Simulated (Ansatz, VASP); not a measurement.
**Two plane-wave programs on PbS**

```
Pb S
1.0
     0.00000    3.38482    3.38482
     3.38482    0.00000    3.38482
     3.38482    3.38482    0.00000
Pb S
1 1
Cartesian
  0.0000 0.0000 0.0000
  1.6924 1.6924 1.6924
```

Change from the starting cell: hydrostatic strain +2.5%.

Alike in both runs: task single point; functional r2SCAN; k mesh 6 × 6 × 6; no spin polarisation.

```csv
,VASP,Ansatz
version,VASP 6.6.1,Ansatz 0.2.0
potentials or method,"VASP PAW PBE potentials, release 64 (Pb_d, S)","plane waves, PAW"
plane-wave cutoff (eV),520,500
occupations,"gaussian, width 0.01 eV",fixed
valence electrons in the cell,20,20
```

```tsv
	VASP	Ansatz	Ansatz less VASP
gap on the k mesh at the Fermi level (eV)	1.22	1.22	0.000
pressure (GPa)	-2.5	-2.5	+0.01
```

VASP's potentials were made for PBE, not for r2SCAN.

Spin-orbit coupling is off throughout.
